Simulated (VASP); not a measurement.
A run of VASP 6.6.1 is set up as follows.

INCAR

```
PREC = Accurate
ENCUT = 520
EDIFF = 1E-6
ISMEAR = 0
SIGMA = 0.1
LREAL = False
LASPH = True
NELM = 150
ALGO = Normal
ISIF = 2
LWAVE = False
LCHARG = False
ISPIN = 2
MAGMOM = -3 3 0 0 0 0
LORBIT = 11
LMAXMIX = 4
GGA = PE
NBANDS = 29
```

The input KPOINTS:

```
Automatic mesh
0
Gamma
  6 6 4
```

The input POSCAR:

```
CoTeH
1.0
    3.1498487432     -0.0000000018      0.0000000000
   -1.5749243700      2.7278490306      0.0000000000
    0.0000000000      0.0000000000      9.0235080205
Co Te H
2 2 2
Direct
    0.3333333333      0.6666666667      0.2500000000
    0.6666666667      0.3333333333      0.7500000000
    0.0000000000      0.0000000000      0.0000002553
    0.0000000000      0.0000000000      0.4999997447
    0.0000000000      0.0000000000      0.2500000000
    0.0000000000      0.0000000000      0.7500000000
```

Potentials or basis: VASP PAW PBE potentials, release 64 (Co, Te, H).

Command:

```bash
$ cat potpaw_PBE.64/Co/POTCAR potpaw_PBE.64/Te/POTCAR potpaw_PBE.64/H/POTCAR > POTCAR
$ mpirun -np 1 vasp_std > vasp.out
```

Question: Predict the site moments.

Answer: Co -0.24, +0.24; Te +0.00; H +0.00, -0.00 μB.

Question: What does it give for the net moment?

Answer: 0.00 μB per cell.

Stress tensor (GPa, compression positive):
```
0.26 0.00 0.00
0.00 0.26 0.00
0.00 0.00 0.48
```

Caveat: the k points lie up to 0.38 Å⁻¹ apart, too coarse for converged energies and pressures of a metal.
